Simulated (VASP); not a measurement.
A run of VASP 6.6.1:

Contents of INCAR:

```
SYSTEM = C
ALGO     = Normal         ! electronic algorithm
DIPOL    = 0.5 0.5 0.500
EDIFF    = 1E-6           ! SCF threshold, eV
ENCUT    = 520            ! plane-wave cutoff, eV
GGA      = PE             ! functional
IDIPOL   = 3            
ISIF     = 2              ! what is computed and relaxed
ISMEAR   = 0              ! smearing method
IVDW     = 12             ! dispersion correction
LASPH    = .TRUE.         ! aspherical terms in the spheres
LCHARG   = .FALSE.        ! write CHGCAR
LDIPOL   = .TRUE.       
LREAL    = .FALSE.        ! projectors in reciprocal space
LWAVE    = .FALSE.        ! write WAVECAR
NBANDS   = 26             ! bands
NELM     = 80             ! most SCF steps
PREC     = Accurate       ! precision mode
SIGMA    = 0.1            ! smearing width, eV
```

The input KPOINTS:

```
k-points
0
G
  18 18 1
  0 0 0
```

The input POSCAR:

```
C
1.0
    2.4649634496      0.0000000000      0.0000000000
   -1.2324817248      2.1347209668      0.0000000000
    0.0000000000      0.0000000000     46.2216185460
C
8
Direct
    0.0000000000      0.0000000000      0.3906268400
    0.6666666667      0.3333333333      0.3906268366
    0.0000000000      0.0000000000      0.4635422811
    0.3333333333      0.6666666667      0.4635422777
    0.0000000000      0.0000000000      0.5364577223
    0.6666666667      0.3333333333      0.5364577189
    0.0000000000      0.0000000000      0.6093731634
    0.3333333333      0.6666666667      0.6093731600
```

Potentials or basis: VASP PAW PBE potentials, release 64 (C).

Command:

```bash
$ cat potpaw_PBE.64/C/POTCAR > POTCAR
$ mpirun -np 1 vasp_std > vasp.out
```

Hardware: 1 thread of AMD EPYC 9R45 96-Core Processor (Zen 5), on a shared host.

Q: Estimate the wall time of this run.

A: Wall time 3.1 min on 1 thread of AMD EPYC 9R45 96-Core Processor (Zen 5) (shared host), peak memory 0.38 GiB. Counts: scf iterations 23, k points 37.
